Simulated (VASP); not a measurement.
# Al4Co4H in VASP: relaxation of the atoms with PBEsol

Aim: the relaxation of the atoms of Al4Co4H with PBEsol.

Everything below comes from runs of VASP 6.6.1. Logs are shortened: lines on timing, memory, paths and dates and some standing lists are left out, and cuts for length are marked.

## Step 1: The cell of the first run

The cell holds a slab with vacuum, 9 atoms: a = 2.823 Å, b = 3.992 Å, c = 24.988 Å, α = 90.00°, β = 90.00°, γ = 90.00°.

## Step 2: Relaxation of the atoms, PBEsol

Contents of INCAR:

```
PREC = Accurate
ENCUT = 520
EDIFF = 1E-6
ISMEAR = 0
SIGMA = 0.1
LREAL = False
LASPH = True
NELM = 100
ALGO = Normal
ISIF = 2
LWAVE = False
LCHARG = False
LDIPOL = True
IDIPOL = 3
DIPOL = 0.5 0.5 0.480
GGA = PS
IBRION = 2
NSW = 90
EDIFFG = -0.03
KPAR = 4
```

Contents of KPOINTS:

```
regular mesh
0
Gamma
  10 7 1
```

Contents of POSCAR:

```
Al4Co4H
1.0
    2.8225855360      0.0000000000      0.0000000000
    0.0000000000      3.9917387460      0.0000000000
    0.0000000000      0.0000000000     24.9876081190
Al Co H
4 4 1
Selective dynamics
Direct
    0.0000000000      0.5000000000      0.3401686131  F F F
    0.0000000000      0.0000000000      0.4200429798  F F F
    0.0000000000      0.5000000000      0.4998635796  T T T
    0.0000000000      0.0000000000      0.5836987154  T T T
    0.5000000000      0.0000000000      0.3401686131  F F F
    0.5000000000      0.5000000000      0.4200429798  F F F
    0.5000000000      0.0000000000      0.4991833069  T T T
    0.5000000000      0.5000000000      0.5762740570  T T T
    0.0000000000      0.0000000000      0.6445288674  T T T
```

Potentials or basis: VASP PAW PBE potentials, release 64 (Al, Co, H).

Launch:

```bash
cat potpaw_PBE.64/Al/POTCAR potpaw_PBE.64/Co/POTCAR potpaw_PBE.64/H/POTCAR > POTCAR
mpirun -np 4 vasp_std > vasp.out
```

OUTCAR:

```text
PREC = Accurate
   ENCUT = 520
   EDIFF = 1E-6
   ISMEAR = 0
   LREAL = False
   LASPH = True
   NELM = 100
   ISIF = 2
   GGA = PS
   IBRION = 2
   NSW = 90
   EDIFFG = -0.03

 ion  position               nearest neighbor table
   1  0.000  0.500  0.340-   5 2.44   5 2.44   5 2.44   5 2.44   6 2.44   6 2.44   2 2.82   2 2.82

   2  0.000  0.000  0.420-   7 2.43   7 2.43   6 2.44   6 2.44   6 2.44   6 2.44   5 2.44   5 2.44
                             3 2.82   3 2.82   1 2.82   1 2.82
   3  0.000  0.500  0.500-   8 2.37   8 2.37   6 2.44   6 2.44   7 2.44   7 2.44   7 2.44   7 2.44
                             2 2.82   2 2.82   4 2.89   4 2.89
   4  0.000  0.000  0.584-   9 1.52   8 2.45   8 2.45   8 2.45   8 2.45   7 2.54   7 2.54   3 2.89
                             3 2.89
   5  0.500  0.000  0.340-   1 2.44   1 2.44   1 2.44   1 2.44   2 2.44   2 2.44   6 2.82   6 2.82

   6  0.500  0.500  0.420-   3 2.44   3 2.44   2 2.44   2 2.44   2 2.44   2 2.44   1 2.44   1 2.44
                             7 2.81   7 2.81   5 2.82   5 2.82
   7  0.500  0.000  0.499-   2 2.43   2 2.43   3 2.44   3 2.44   3 2.44   3 2.44   4 2.54   4 2.54
                             8 2.77   8 2.77   6 2.81   6 2.81
   8  0.500  0.500  0.576-   3 2.37   3 2.37   4 2.45   4 2.45   4 2.45   4 2.45   7 2.77   7 2.77

   9  0.000  0.000  0.645-   4 1.52

  LATTYP: Found a simple orthorhombic cell.
 ALAT       =     2.8225855360
 B/A-ratio  =     1.4142135624
 C/A-ratio  =     8.8527372511

  Lattice vectors:

 A1 = (   2.8225855360,   0.0000000000,   0.0000000000)
 A2 = (   0.0000000000,   3.9917387460,   0.0000000000)
 A3 = (   0.0000000000,   0.0000000000,  24.9876081190)

Analysis of symmetry for initial positions (statically):
=====================================================================
 Subroutine PRICEL returns:
 Original cell was already a primitive cell.

 Routine SETGRP: Setting up the symmetry group for a
 simple orthorhombic supercell.

 Subroutine GETGRP returns: Found  4 space group operations
 (whereof  4 operations were pure point group operations)
 out of a pool of  8 trial point group operations.

The static configuration has the point symmetry C_2v.

Analysis of symmetry for dynamics (positions and initial velocities):
=====================================================================
 Subroutine PRICEL returns:
 Original cell was already a primitive cell.

 Routine SETGRP: Setting up the symmetry group for a
 simple orthorhombic supercell.

 Subroutine GETGRP returns: Found  4 space group operations
 (whereof  4 operations were pure point group operations)
 out of a pool of  8 trial point group operations.

The dynamic configuration has the point symmetry C_2v.

Analysis of constrained symmetry for selective dynamics:
=====================================================================
 Subroutine PRICEL returns:
 Original cell was already a primitive cell.

 Routine SETGRP: Setting up the symmetry group for a
 simple orthorhombic supercell.

 Subroutine GETGRP returns: Found  4 space group operations
 (whereof  4 operations were pure point group operations)
 out of a pool of  8 trial point group operations.

The constrained configuration has the point symmetry C_2v.

 Subroutine INISYM returns: Found  4 space group operations
 (whereof  4 operations are pure point group operations),
 and found     1 'primitive' translations

----------------------------------------------------------------------------------------

                                     Primitive cell

  volume of cell :     281.5360

  direct lattice vectors                    reciprocal lattice vectors
     2.822585536  0.000000000  0.000000000     0.354285100  0.000000000  0.000000000
     0.000000000  3.991738746  0.000000000     0.000000000  0.250517397  0.000000000
     0.000000000  0.000000000 24.987608119     0.000000000  0.000000000  0.040019837

  length of vectors
     2.822585536  3.991738746 24.987608119     0.354285100  0.250517397  0.040019837

  position of ions in fractional coordinates (direct lattice)
     0.000000000  0.500000000  0.340168613
     0.000000000  0.000000000  0.420042980
     0.000000000  0.500000000  0.499863580
     0.000000000  0.000000000  0.583698715
     0.500000000  0.000000000  0.340168613
     0.500000000  0.500000000  0.420042980
     0.500000000  0.000000000  0.499183307
     0.500000000  0.500000000  0.576274057
     0.000000000  0.000000000  0.644528867

  ion indices of the primitive-cell ions
   primitive index   ion index
                 1           1
                 2           2
                 3           3
                 4           4
                 5           5
                 6           6
                 7           7
                 8           8
                 9           9

----------------------------------------------------------------------------------------

 KPOINTS: regular mesh

Automatic generation of k-mesh.
 Grid dimensions read from file:
 generate k-points for:   10    7    1

 Generating k-lattice:

  Cartesian coordinates                     Fractional coordinates (reciprocal lattice)
     0.035428510  0.000000000  0.000000000     0.100000000  0.000000000  0.000000000
     0.000000000  0.035788200  0.000000000     0.000000000  0.142857143  0.000000000
     0.000000000  0.000000000  0.040019837     0.000000000  0.000000000  1.000000000

  Length of vectors
     0.035428510  0.035788200  0.040019837

  Shift w.r.t. Gamma in fractional coordinates (k-lattice)
     0.000000000  0.000000000  0.000000000

 Subroutine IBZKPT returns following result:
 ===========================================

 Found     24 irreducible k-points:

 Following reciprocal coordinates:
            Coordinates               Weight
  0.000000  0.000000  0.000000      1.000000
  0.100000  0.000000  0.000000      2.000000
  0.200000  0.000000  0.000000      2.000000
  0.300000  0.000000  0.000000      2.000000
  0.400000  0.000000  0.000000      2.000000
  0.500000  0.000000  0.000000      1.000000
[... 16 lines left out ...]
  0.400000  0.428571  0.000000      4.000000
  0.500000  0.428571  0.000000      2.000000
   k-points           NKPTS =     24   k-points in BZ     NKDIM =     24   number of bands    NBANDS=     29
   number of dos      NEDOS =    301   number of ions     NIONS =      9
   total plane-waves  NPLWV = 138240
   dimension x,y,z NGX =    24 NGY =   30 NGZ =  192
   dimension x,y,z NGXF=    48 NGYF=   60 NGZF=  384
   ions per type =               4   4   1
   NGX,Y,Z   is equivalent  to a cutoff of  14.14, 12.49, 12.77 a.u.
   NGXF,Y,Z  is equivalent  to a cutoff of  28.27, 24.99, 25.55 a.u.
 SYSTEM =  unknown system
   PREC   = accura    normal or accurate (medium, high low for compatibility)
   ISTART =      0    job   : 0-new  1-cont  2-samecut
   ICHARG =      2    charge: 1-file 2-atom 10-const
   ISPIN  =      1    spin polarized calculation?
   LNONCOLLINEAR =      F non collinear calculations
   LSORBIT =      F    spin-orbit coupling
   LASPH  =      T    aspherical Exc in radial PAW
   ENCUT  =  520.0 eV  38.22 Ry    6.18 a.u.   5.25  7.42 46.46*2*pi/ulx,y,z
   NELM   =    100;   NELMIN=  2; NELMDL= -5     # of ELM steps
   EDIFF  = 0.1E-05   stopping-criterion for ELM
   LREAL  =      F    real-space projection
   EDIFFG = -.3E-01   stopping-criterion for IOM
   NSW    =     90    number of steps for IOM
   IBRION =      2    ionic relax: 0-MD 1-quasi-New 2-CG
   NFREE  =      1    steps in history (QN), initial steepest desc. (CG)
   ISIF   =      2    stress and relaxation
   ISYM   =      2    0-nonsym 1-usesym 2-fastsym
   POTIM  = 0.5000    time-step for ionic-motion
   TEBEG  =    0.0;   TEEND  =   0.0 temperature during run
   PSTRESS=    0.0 pullay stress
   NELECT =      49.0000    total number of electrons
   NUPDOWN=      -1.0000    fix difference up-down
   EMIN   =  10.00;   EMAX   =-10.00  energy-range for DOS
   EFERMI =   0.00;   METHOD = LEGACY
   ISMEAR =     0;   SIGMA  =   0.10  broadening in eV -4-tet -1-fermi 0-gaus
   EFERMI_NEDOS =   21; number of points for ismear=-14 and -15
   IALGO  =     38    algorithm
   IMIX   =      4    mixing-type and parameters
     AMIX     =   0.40;   BMIX     =  1.00
     AMIX_MAG =   1.60;   BMIX_MAG =  1.00
  volume/ion in A,a.u.               =      31.28       211.10
  Fermi-wavevector in a.u.,A,eV,Ry     =   0.914034  1.727273 11.367092  0.835458
  Thomas-Fermi vector in A             =   2.038614
   LORBIT       =      0    0 simple, 1 ext, 2 COOP (PROOUT), +10 PAW based schemes
   GGA     = PS    functional components
   LHFCALC =     F    Hartree Fock is set to
   AEXX    =    0.0000 exact exchange contribution
   IVDW    =     0    specifies the selected vdW correction
   LEPSILON=     F    determine dielectric tensor
   LRPA    =     F    only Hartree local field effects (RPA)
 conjugate gradient relaxation of ions
 non-spin polarized calculation
 Gauss-broadening in eV      SIGMA  =   0.10
  energy-cutoff  :      520.00
  volume of cell :      281.54
 maximum number of plane-waves:      7624
 NGX is ok and might be reduce to    24
   NGX = 11   NGY = 15   NGZ = 93

--------------------------------------- Ionic step        1  -------------------------------------------

 number of electron      48.9999971 magnetization

 Free energy of the ion-electron system (eV)
  ---------------------------------------------------
  ext. energy  EPLUGINS =         0.00000000
  ---------------------------------------------------
  free energy    TOTEN  =       -51.19856414 eV

  energy without entropy =      -51.15785108  energy(sigma->0) =      -51.17820761

------------------------ aborting loop because EDIFF is reached ----------------------------------------

  FORCE on cell =-STRESS in cart. coord.  units (eV):
  Direction    XX          YY          ZZ          XY          YZ          ZX
  --------------------------------------------------------------------------------------
  -------------------------------------------------------------------------------------
  Total       -3.2529168     -1.1607803      1.4504371      0.0000000      0.0000000      0.0000000
  in kB      -18.5118417     -6.6058195      8.2542111      0.0000000      0.0000000      0.0000000
  external PRESSURE =      -5.6211500 kB  Pullay stress =       0.0000000 kB
[... 24 lines left out ...]
  FREE ENERGIE OF THE ION-ELECTRON SYSTEM (eV)
  ---------------------------------------------------
  free  energy   TOTEN  =       -51.1985641430 eV

  energy  without entropy=      -51.1578510816  energy(sigma->0) =      -51.17820761

 dipolmoment           0.000000      0.000000     -0.028745 electrons x Angstroem

--------------------------------------- Ionic step        2  -------------------------------------------

 number of electron      48.9999973 magnetization

------------------------ aborting loop because EDIFF is reached ----------------------------------------
[... 75 lines left out ...]
  FREE ENERGIE OF THE ION-ELECTRON SYSTEM (eV)
  ---------------------------------------------------
  free  energy   TOTEN  =       -51.2952710763 eV

  energy  without entropy=      -51.2536704099  energy(sigma->0) =      -51.27447074

[... ionic steps 4 to 10 ...]

--------------------------------------- Ionic step       11  -------------------------------------------

 number of electron      48.9999972 magnetization

------------------------ aborting loop because EDIFF is reached ----------------------------------------
[... 81 lines left out ...]
--------------------------------------- Ionic step       13  -------------------------------------------

 number of electron      48.9999972 magnetization

 dipolmoment           0.000000      0.000000      0.050154 electrons x Angstroem

 Free energy of the ion-electron system (eV)
  ---------------------------------------------------
  ext. energy  EPLUGINS =         0.00000000
  ---------------------------------------------------
  free energy    TOTEN  =       -51.30193250 eV

  energy without entropy =      -51.26198237  energy(sigma->0) =      -51.28195744

 E-fermi :  -0.1928     XC(G=0):  -4.9662

 val. band max:       -0.1995857018   @ k =   0.5000   0.0000   0.0000
 cond. band min:      -0.1803814956   @ k =   0.4000   0.2857   0.0000
 fundamental gap:      0.0192042062
 Fermi energy:        -0.1927824249

 k-point     1 :       0.0000    0.0000    0.0000
  band No.  band energies     occupation
      1     -10.6715      2.00000
      2      -9.2233      2.00000
      3      -7.3668      2.00000
      4      -5.6742      2.00000
      5      -3.8316      2.00000
      6      -3.1278      2.00000
[... 757 lines left out ...]
     28       0.3188      0.00000
     29       0.3937      0.00000

------------------------ aborting loop because EDIFF is reached ----------------------------------------

 vacuum level on the upper side and lower side of the slab       (xc-potential included)         0.263        -0.525

  FORCE on cell =-STRESS in cart. coord.  units (eV):
  Direction    XX          YY          ZZ          XY          YZ          ZX
  --------------------------------------------------------------------------------------
  -------------------------------------------------------------------------------------
  Total       -2.9402063     -0.9985102      0.1597824      0.0000000      0.0000000      0.0000000
  in kB      -16.7322554     -5.6823657      0.9092965      0.0000000      0.0000000      0.0000000
  external PRESSURE =      -7.1684415 kB  Pullay stress =       0.0000000 kB
[... 24 lines left out ...]
  FREE ENERGIE OF THE ION-ELECTRON SYSTEM (eV)
  ---------------------------------------------------
  free  energy   TOTEN  =       -51.3019325001 eV

  energy  without entropy=      -51.2619823742  energy(sigma->0) =      -51.28195744

 reached required accuracy - stopping structural energy minimisation

 vacuum level on the upper side and lower side of the slab         5.479         4.674
```

Run time: 13 min. Hardware: 4 MPI ranks of Intel Xeon Platinum 8375C at 2.90GHz (Ice Lake), shared host; peak memory 0.5 GiB.

What came out:

| Item | Value |
| --- | --- |
| Free energy | -51.3019 eV |
| Energy gained by relaxing | 11.5 meV/atom |
| Ionic steps | 13 |
| Band gap on the k mesh | zero (an odd number of electrons rules out a gap without spin polarisation) |

The path:
```
step  energy change (eV)  largest force on free atoms (eV/Å)  pressure (GPa)
   1              0.0000                              1.6812           -0.56
   2             -0.0887                              0.5078           -0.79
   3             -0.0967                              0.1228           -0.77
   4             -0.0967                              0.1180           -0.75
   5             -0.0980                              0.1012           -0.74
   6             -0.1008                              0.0865           -0.71
   7             -0.1012                              0.1497           -0.62
   8             -0.1019                              0.1008           -0.66
   9             -0.1028                              0.0780           -0.67
  10             -0.1028                              0.0791           -0.64
  11             -0.1031                              0.0478           -0.71
  12             -0.1031                              0.0345           -0.70
  13             -0.1034                              0.0289           -0.72
```

Final structure:
```
CELL_PARAMETERS angstrom
2.82259 0.00000 0.00000
0.00000 3.99174 0.00000
0.00000 0.00000 24.98761
ATOMIC_POSITIONS crystal
Al 0.00000 0.50000 0.34017
Al 0.00000 0.00000 0.42004
Al 0.00000 0.50000 0.49904
Al 0.00000 0.00000 0.58278
Co 0.50000 0.00000 0.34017
Co 0.50000 0.50000 0.42004
Co 0.50000 0.00000 0.50001
Co 0.50000 0.50000 0.57386
H 0.00000 0.00000 0.64845
```

Levels at points of the mesh, in eV from the Fermi level:
| k point | band 21 | band 22 | band 23 | band 24 | band 25 | band 26 | band 27 | band 28 |
| --- | --- | --- | --- | --- | --- | --- | --- | --- |
| (0.00, 0.00, 0.00) | -0.46 | -0.43 | -0.42 | -0.42 | -0.32 | -0.29 | 1.08 | 2.07 |
| (0.50, 0.00, 0.00) | -0.27 | -0.03 | -0.01 | 0.48 | 0.58 | 0.73 | 1.03 | 2.29 |

Caveat: the PAW data sets were made with another functional, which shifts forces and pressure a little; the run has no spin polarisation, though such a crystal can be magnetic. Spin polarisation is off, so any magnetic state and its effect on volume and gap are missing.
